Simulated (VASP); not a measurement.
A run of VASP 6.6.1 is set up as follows.

Contents of INCAR:

```
SYSTEM = Sb
ALGO     = Normal         ! electronic algorithm
EDIFF    = 1E-6           ! SCF threshold, eV
ENCUT    = 520            ! plane-wave cutoff, eV
GGA      = PS             ! functional
ISIF     = 2              ! what is computed and relaxed
ISMEAR   = -1             ! smearing method
LASPH    = .TRUE.         ! aspherical terms in the spheres
LCHARG   = .TRUE.         ! write CHGCAR
LELF     = .TRUE.         ! ELF
LREAL    = .FALSE.        ! projectors in reciprocal space
LVHAR    = .TRUE.       
LWAVE    = .FALSE.        ! write WAVECAR
NBANDS   = 18             ! bands
NELM     = 60             ! most SCF steps
PREC     = Accurate       ! precision mode
SIGMA    = 0.05           ! smearing width, eV
```

KPOINTS

```
k-points
0
G
  7 7 7
  0 0 0
```

The input POSCAR:

```
Sb
1.0
   -4.0300106443      4.0300106443      2.0254867038
    4.0300106443     -4.0300106443      2.0254867038
    4.0300106443      4.0300106443     -2.0254867038
Sb
4
Direct
    0.6512630600      0.1512630600      0.8025261200
    0.1512630600      0.3487369400      0.5000000000
    0.3487369400      0.8487369400      0.1974738800
    0.8487369400      0.6512630600      0.5000000000
```

Potentials or basis: VASP PAW PBE potentials, release 64 (Sb).

The run is started by

```bash
$ cat potpaw_PBE.64/Sb/POTCAR > POTCAR
$ mpirun -np 1 vasp_std > vasp.out
```

(1) Predict the band gap on the k mesh.

(2) What does it give for the largest force?

(3) Predict the pressure.

Results:

(1) zero (band 10 reaches 6.57 eV, above the bottom of band 11 at 5.03 eV).

(2) 0.052 eV/Å.

(3) -0.7 GPa.

Caveat: the PAW data sets were made with another functional, which shifts forces and pressure a little; spin-orbit coupling is left out, which moves the levels of the heavy elements.
